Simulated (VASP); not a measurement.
# ZrH3 (Pm-3m) in VASP: notebook

The runs below take ZrH3 through single point, relaxation of cell and atoms, with r2SCAN.

Program: VASP 6.6.1. These are calculated values, not measurements. Logs are shortened: lines on timing, memory, paths and dates and some standing lists are left out, and cuts for length are marked.

### Step 1. The cell of the first run

It takes space group Pm-3m (No. 221, cubic). The conventional cell has a = 3.173 Å, b = 3.173 Å, c = 3.173 Å, α = 90.00°, β = 90.00°, γ = 90.00°. Zr (site symmetry m-3m) has 12 H at 2.24 Å within 3.0 Å. Within 3.0 Å of H (site symmetry 4/mmm) lie 4 Zr at 2.24 Å and 8 H at 2.24 Å.

### Step 2. Single point, r2SCAN (7.99 Å³/atom)

File POSCAR:

```
ZrH3
1.0
    3.1731450568      0.0000000000      0.0000000000
    0.0000000000      3.1731450568      0.0000000000
    0.0000000000      0.0000000000      3.1731450568
Zr H
1 3
Direct
    0.0000000000      0.0000000000      0.0000000000
    0.0000000000      0.5000000000      0.5000000000
    0.5000000000      0.0000000000      0.5000000000
    0.5000000000      0.5000000000      0.0000000000
```

File INCAR.step1:

```
SYSTEM = ZrH3
PREC = Accurate
ENCUT = 520
ISMEAR = 0
SIGMA = 0.1
LREAL = .FALSE.
LASPH = .TRUE.
NELM = 60
NBANDS = 16
GGA = PE
ALGO = Normal
EDIFF = 1E-4
LWAVE = .TRUE.
LCHARG = .FALSE.
```

File INCAR.step2:

```
SYSTEM = ZrH3
PREC = Accurate
ENCUT = 520
EDIFF = 1E-6
ISMEAR = 0
SIGMA = 0.1
LREAL = .FALSE.
LASPH = .TRUE.
NELM = 60
ALGO = Normal
ISIF = 2
LWAVE = .FALSE.
LCHARG = .FALSE.
METAGGA = R2SCAN
LMIXTAU = .TRUE.
NBANDS = 16
ISTART = 1
```

File KPOINTS:

```
regular mesh
0
G
  14 14 14
  0 0 0
```

Potentials or basis: VASP PAW PBE potentials, release 64 (Zr_sv, H).

Launch:

```console
> cat potpaw_PBE.64/Zr_sv/POTCAR potpaw_PBE.64/H/POTCAR > POTCAR
> cp INCAR.step1 INCAR
> mpirun -np 1 vasp_std > vasp.out
> cp INCAR.step2 INCAR
> mpirun -np 1 vasp_std > vasp.out
```

OUTCAR:

```text
SYSTEM = ZrH3
   PREC = Accurate
   ENCUT = 520
   EDIFF = 1E-6
   ISMEAR = 0
   LREAL = .FALSE.
   LASPH = .TRUE.
   NELM = 60
   ISIF = 2
   METAGGA = R2SCAN
   ISTART = 1

 ion  position               nearest neighbor table
   1  0.000  0.000  0.000-   2 2.24   3 2.24   4 2.24   2 2.24   3 2.24   2 2.24   4 2.24   2 2.24
                             3 2.24   4 2.24   3 2.24   4 2.24
   2  0.000  0.500  0.500-   1 2.24   1 2.24   1 2.24   1 2.24
   3  0.500  0.000  0.500-   1 2.24   1 2.24   1 2.24   1 2.24
   4  0.500  0.500  0.000-   1 2.24   1 2.24   1 2.24   1 2.24

  LATTYP: Found a simple cubic cell.
 ALAT       =     3.1731450568

  Lattice vectors:

 A1 = (   3.1731450568,   0.0000000000,   0.0000000000)
 A2 = (   0.0000000000,   3.1731450568,   0.0000000000)
 A3 = (   0.0000000000,   0.0000000000,   3.1731450568)

Analysis of symmetry for initial positions (statically):
=====================================================================
 Subroutine PRICEL returns:
 Original cell was already a primitive cell.

 Routine SETGRP: Setting up the symmetry group for a
 simple cubic supercell.

 Subroutine GETGRP returns: Found 48 space group operations
 (whereof 48 operations were pure point group operations)
 out of a pool of 48 trial point group operations.

The static configuration has the point symmetry O_h .

Analysis of symmetry for dynamics (positions and initial velocities):
=====================================================================
 Subroutine PRICEL returns:
 Original cell was already a primitive cell.

 Routine SETGRP: Setting up the symmetry group for a
 simple cubic supercell.

 Subroutine GETGRP returns: Found 48 space group operations
 (whereof 48 operations were pure point group operations)
 out of a pool of 48 trial point group operations.

The dynamic configuration has the point symmetry O_h .

 Subroutine INISYM returns: Found 48 space group operations
 (whereof 48 operations are pure point group operations),
 and found     1 'primitive' translations

----------------------------------------------------------------------------------------

                                     Primitive cell

  volume of cell :      31.9499

  direct lattice vectors                    reciprocal lattice vectors
     3.173145057  0.000000000  0.000000000     0.315144748  0.000000000  0.000000000
     0.000000000  3.173145057  0.000000000     0.000000000  0.315144748  0.000000000
     0.000000000  0.000000000  3.173145057     0.000000000  0.000000000  0.315144748

  length of vectors
     3.173145057  3.173145057  3.173145057     0.315144748  0.315144748  0.315144748

  position of ions in fractional coordinates (direct lattice)
     0.000000000  0.000000000  0.000000000
     0.000000000  0.500000000  0.500000000
     0.500000000  0.000000000  0.500000000
     0.500000000  0.500000000  0.000000000

  ion indices of the primitive-cell ions
   primitive index   ion index
                 1           1
                 2           2
                 3           3
                 4           4

----------------------------------------------------------------------------------------

 KPOINTS: regular mesh

Automatic generation of k-mesh.
 Grid dimensions read from file:
 generate k-points for:   14   14   14

 Generating k-lattice:

  Cartesian coordinates                     Fractional coordinates (reciprocal lattice)
     0.022510339  0.000000000  0.000000000     0.071428571  0.000000000  0.000000000
     0.000000000  0.022510339  0.000000000     0.000000000  0.071428571  0.000000000
     0.000000000  0.000000000  0.022510339     0.000000000  0.000000000  0.071428571

  Length of vectors
     0.022510339  0.022510339  0.022510339

  Shift w.r.t. Gamma in fractional coordinates (k-lattice)
     0.000000000  0.000000000  0.000000000

 Subroutine IBZKPT returns following result:
 ===========================================

 Found    120 irreducible k-points:

 Following reciprocal coordinates:
            Coordinates               Weight
  0.000000  0.000000  0.000000      1.000000
  0.071429  0.000000  0.000000      6.000000
  0.142857  0.000000  0.000000      6.000000
  0.214286  0.000000  0.000000      6.000000
  0.285714  0.000000  0.000000      6.000000
  0.357143  0.000000  0.000000      6.000000
[... 16 lines left out ...]
  0.285714  0.214286  0.000000     24.000000
  0.357143  0.214286  0.000000     24.000000
 [... further k-points ...]
   k-points           NKPTS =    120   k-points in BZ     NKDIM =    120   number of bands    NBANDS=     16
   number of dos      NEDOS =    301   number of ions     NIONS =      4
   total plane-waves  NPLWV =  13824
   dimension x,y,z NGX =    24 NGY =   24 NGZ =   24
   dimension x,y,z NGXF=    48 NGYF=   48 NGZF=   48
   ions per type =               1   3
   NGX,Y,Z   is equivalent  to a cutoff of  12.57, 12.57, 12.57 a.u.
   NGXF,Y,Z  is equivalent  to a cutoff of  25.15, 25.15, 25.15 a.u.
 SYSTEM =  ZrH3
   PREC   = accura    normal or accurate (medium, high low for compatibility)
   ISTART =      1    job   : 0-new  1-cont  2-samecut
   ICHARG =      0    charge: 1-file 2-atom 10-const
   ISPIN  =      1    spin polarized calculation?
   LNONCOLLINEAR =      F non collinear calculations
   LSORBIT =      F    spin-orbit coupling
   LASPH  =      T    aspherical Exc in radial PAW
   ENCUT  =  520.0 eV  38.22 Ry    6.18 a.u.   5.90  5.90  5.90*2*pi/ulx,y,z
   NELM   =     60;   NELMIN=  2; NELMDL=  0     # of ELM steps
   EDIFF  = 0.1E-05   stopping-criterion for ELM
   LREAL  =      F    real-space projection
   EDIFFG = 0.1E-04   stopping-criterion for IOM
   NSW    =      0    number of steps for IOM
   IBRION =     -1    ionic relax: 0-MD 1-quasi-New 2-CG
   NFREE  =      0    steps in history (QN), initial steepest desc. (CG)
   ISIF   =      2    stress and relaxation
   ISYM   =      2    0-nonsym 1-usesym 2-fastsym
   POTIM  = 0.5000    time-step for ionic-motion
   TEBEG  =    0.0;   TEEND  =   0.0 temperature during run
   PSTRESS=    0.0 pullay stress
   NELECT =      15.0000    total number of electrons
   NUPDOWN=      -1.0000    fix difference up-down
   EMIN   =  10.00;   EMAX   =-10.00  energy-range for DOS
   EFERMI =   0.00;   METHOD = LEGACY
   ISMEAR =     0;   SIGMA  =   0.10  broadening in eV -4-tet -1-fermi 0-gaus
   EFERMI_NEDOS =   21; number of points for ismear=-14 and -15
   IALGO  =     38    algorithm
   IMIX   =      4    mixing-type and parameters
     AMIX     =   0.40;   BMIX     =  1.00
     AMIX_MAG =   1.60;   BMIX_MAG =  1.00
  volume/ion in A,a.u.               =       7.99        53.90
  Fermi-wavevector in a.u.,A,eV,Ry     =   1.272376  2.404441 22.027011  1.618940
  Thomas-Fermi vector in A             =   2.405257
   LORBIT       =      0    0 simple, 1 ext, 2 COOP (PROOUT), +10 PAW based schemes
   METAGGA = R2SCAN    functional components
   LHFCALC =     F    Hartree Fock is set to
   AEXX    =    0.0000 exact exchange contribution
   IVDW    =     0    specifies the selected vdW correction
   LEPSILON=     F    determine dielectric tensor
   LRPA    =     F    only Hartree local field effects (RPA)
 non-spin polarized calculation
 Gauss-broadening in eV      SIGMA  =   0.10
  energy-cutoff  :      520.00
  volume of cell :       31.95
 maximum number of plane-waves:       912
 NGX is ok and might be reduce to    24
   NGX = 11   NGY = 11   NGZ = 11

 number of electron      14.9999999 magnetization

 Free energy of the ion-electron system (eV)
  ---------------------------------------------------
  ext. energy  EPLUGINS =         0.00000000
  ---------------------------------------------------
  free energy    TOTEN  =       -34.38849161 eV

  energy without entropy =      -34.38565545  energy(sigma->0) =      -34.38707353

 E-fermi :   7.4157     XC(G=0): -11.6315

 val. band max:        7.3921055199   @ k =   0.5000   0.5000   0.2143
 cond. band min:       7.4359345368   @ k =   0.5000   0.4286   0.2143
 fundamental gap:      0.0438290169
 Fermi energy:         7.4157372784

 k-point     1 :       0.0000    0.0000    0.0000
  band No.  band energies     occupation
      1     -43.7994      2.00000
      2     -20.8289      2.00000
      3     -20.8289      2.00000
      4     -20.8289      2.00000
      5      -2.9868      2.00000
      6       3.0644      2.00000
[... 8 lines left out ...]
     15      15.9812      0.00000
     16      20.9794      0.00000

 k-point     2 :       0.0714    0.0000    0.0000
  band No.  band energies     occupation
      1     -43.7964      2.00000
      2     -20.8640      2.00000
      3     -20.8262      2.00000
      4     -20.8262      2.00000
      5      -2.8901      2.00000
      6       3.0752      2.00000
[... 8 lines left out ...]
     15      16.2575      0.00000
     16      21.4608      0.00000

 k-point     3 :       0.1429    0.0000    0.0000
  band No.  band energies     occupation
      1     -43.7881      2.00000
      2     -20.9611      2.00000
      3     -20.8183      2.00000
      4     -20.8183      2.00000
      5      -2.6073      2.00000
      6       3.0736      2.00000
[... 8 lines left out ...]
     15      16.9402      0.00000
     16      22.7145      0.00000

 k-point     4 :       0.2143    0.0000    0.0000
  band No.  band energies     occupation
      1     -43.7759      2.00000
      2     -21.0986      2.00000
      3     -20.8070      2.00000
      4     -20.8070      2.00000
      5      -2.1605      2.00000
      6       2.9700      2.00000
[... 8 lines left out ...]
     15      17.7975      0.00000
     16      24.3618      0.00000
[... 324 lines left out ...]
 k-point    22 :       0.2143    0.2143    0.0000
  band No.  band energies     occupation
      1     -43.7528      2.00000
      2     -21.0831      2.00000
      3     -21.0526      2.00000
      4     -20.7856      2.00000
      5      -1.4230      2.00000
      6       3.4210      2.00000
[... 8 lines left out ...]
     15      19.6452      0.00000
     16      23.6936      0.00000

 k-point    23 :       0.2857    0.2143    0.0000
  band No.  band energies     occupation
      1     -43.7395      2.00000
      2     -21.2137      2.00000
      3     -21.0488      2.00000
      4     -20.7732      2.00000
      5      -0.9133      2.00000
      6       3.1043      2.00000
[... 8 lines left out ...]
     15      20.5634      0.00000
     16      22.4281      0.00000

 k-point    24 :       0.3571    0.2143    0.0000
  band No.  band energies     occupation
      1     -43.7274      2.00000
      2     -21.3401      2.00000
      3     -21.0337      2.00000
      4     -20.7621      2.00000
      5      -0.3228      2.00000
      6       2.5385      2.00000
[... 8 lines left out ...]
     15      21.4277      0.00000
     16      21.9904      0.00000

 [... further k-points ...]

------------------------ aborting loop because EDIFF is reached ----------------------------------------

  FORCE on cell =-STRESS in cart. coord.  units (eV):
  Direction    XX          YY          ZZ          XY          YZ          ZX
  --------------------------------------------------------------------------------------
  -------------------------------------------------------------------------------------
  Total       -1.4302168     -1.4302168     -1.4302168      0.0000000      0.0000000     -0.0000000
  in kB      -71.7203964    -71.7203964    -71.7203964      0.0000000      0.0000000     -0.0000000
  external PRESSURE =     -71.7203964 kB  Pullay stress =       0.0000000 kB

 VOLUME and BASIS-vectors are now :
 -----------------------------------------------------------------------------
  energy-cutoff  :      520.00
  volume of cell :       31.95
      direct lattice vectors                 reciprocal lattice vectors
     3.173145057  0.000000000  0.000000000     0.315144748  0.000000000  0.000000000
     0.000000000  3.173145057  0.000000000     0.000000000  0.315144748  0.000000000
     0.000000000  0.000000000  3.173145057     0.000000000  0.000000000  0.315144748

 POSITION                                       TOTAL-FORCE (eV/Angst)
 -----------------------------------------------------------------------------------
      0.00000      0.00000      0.00000         0.000000      0.000000      0.000000
      0.00000      1.58657      1.58657         0.000000      0.000000      0.000000
      1.58657      0.00000      1.58657         0.000000      0.000000      0.000000
      1.58657      1.58657      0.00000         0.000000      0.000000      0.000000
 -----------------------------------------------------------------------------------
    total drift:                               -0.000000      0.000000     -0.000000

  FREE ENERGIE OF THE ION-ELECTRON SYSTEM (eV)
  ---------------------------------------------------
  free  energy   TOTEN  =       -34.3884916075 eV

  energy  without entropy=      -34.3856554528  energy(sigma->0) =      -34.38707353
```

Run time: 2.2 min. Hardware: 1 thread of Oxide Virtual Turin-like, shared host; peak memory 0.15 GiB.

What came out:

| Item | Value |
| --- | --- |
| Free energy | -34.3885 eV |
| Pressure | -7.2 GPa |
| Band gap on the k mesh | zero (an odd number of electrons rules out a gap without spin polarisation) |

Caveat: the cell stands under tension; the PAW data sets were made with another functional, which shifts forces and pressure a little.

### Step 3. Relaxation of cell and atoms, r2SCAN

This run uses another cell than the first one, of 7.64 Å³/atom.

File POSCAR:

```
ZrH3
1.0
    3.1260380000      0.0000000000      0.0000000000
    0.0000000000      3.1260380000      0.0000000000
    0.0000000000      0.0000000000      3.1260380000
Zr H
1 3
Direct
    0.0000000000      0.0000000000      0.0000000000
    0.0000000000      0.5000000000      0.5000000000
    0.5000000000      0.0000000000      0.5000000000
    0.5000000000      0.5000000000      0.0000000000
```

File INCAR.step1:

```
SYSTEM = ZrH3
ALGO = Normal
EDIFF = 1E-4
ENCUT = 600
GGA = PE
ISMEAR = 0
LASPH = .TRUE.
LCHARG = .FALSE.
LREAL = .FALSE.
LWAVE = .TRUE.
NELM = 60
PREC = Accurate
SIGMA = 0.1
```

File INCAR.step2:

```
SYSTEM = ZrH3
ALGO = Normal
EDIFF = 1E-6
EDIFFG = -0.005
ENCUT = 600
IBRION = 2
ISIF = 3
ISMEAR = 0
ISTART = 1
LASPH = .TRUE.
LCHARG = .FALSE.
LMIXTAU = .TRUE.
LREAL = .FALSE.
LWAVE = .FALSE.
METAGGA = R2SCAN
NELM = 60
NSW = 100
PREC = Accurate
SIGMA = 0.1
```

File KPOINTS:

```
k-points
0
G
  14 14 14
  0 0 0
```

Potentials or basis: VASP PAW PBE potentials, release 64 (Zr_sv, H).

Launch:

```console
> cat potpaw_PBE.64/Zr_sv/POTCAR potpaw_PBE.64/H/POTCAR > POTCAR
> cp INCAR.step1 INCAR
> mpirun -np 1 vasp_std > vasp.out
> cp INCAR.step2 INCAR
> mpirun -np 1 vasp_std > vasp.out
```

Run time: 8.2 min. Hardware: 1 thread of Oxide Virtual Turin-like, shared host; peak memory 0.18 GiB.

Results (log left out):

```
Free energy                           : -34.4286 eV
Relaxed volume                        : 7.54 Å³/atom
Relaxed cell                          : a = 3.112 Å, b = 3.112 Å, c = 3.112 Å, α = 90.00°, β = 90.00°, γ = 90.00°
Space group after relaxing (to 0.1 Å) : Pm-3m (No. 221)
Energy gained by relaxing             : 0.6 meV/atom
Ionic steps                           : 3
Pressure after relaxing               : 0.0 GPa
Band gap on the k mesh                : zero (an odd number of electrons rules out a gap without spin polarisation)
```

The path:
```tsv
step	energy change (eV)	largest force (eV/Å)	pressure (GPa)	volume (Å³)
1	0.0000	0.0000	-1.81	30.55
2	-0.0022	0.0000	-0.11	30.17
3	-0.0022	0.0000	0.01	30.14
```

Final structure:
```
Zr H
1.0
     3.11216    0.00000    0.00000
     0.00000    3.11216    0.00000
     0.00000    0.00000    3.11216
Zr H
1 3
Direct
  0.00000 0.00000 0.00000
  0.00000 0.50000 0.50000
  0.50000 0.00000 0.50000
  0.50000 0.50000 0.00000
```

Levels at points of the mesh, in eV from the Fermi level:
| k point | band 3 | band 4 | band 5 | band 6 | band 7 | band 8 | band 9 | band 10 | band 11 |
| --- | --- | --- | --- | --- | --- | --- | --- | --- | --- |
| (0.00, 0.00, 0.00) | -28.11 | -28.11 | -10.78 | -4.61 | -4.61 | 4.06 | 4.06 | 4.06 | 5.92 |
| (0.50, 0.00, 0.00) | -28.04 | -28.04 | -7.11 | -6.81 | -1.70 | -0.30 | 1.12 | 1.12 | 4.32 |
| (0.50, 0.50, 0.00) | -28.78 | -27.97 | -7.27 | -3.87 | -3.87 | -1.72 | 1.75 | 1.75 | 5.47 |
| (0.50, 0.50, 0.50) | -28.65 | -28.65 | -6.30 | -6.30 | -6.30 | 4.07 | 5.70 | 5.70 | 6.41 |

Caveat: the PAW data sets were made with another functional, which shifts forces and pressure a little.

The gap in the log of VASP goes by the Fermi energy; the results here count the filled bands.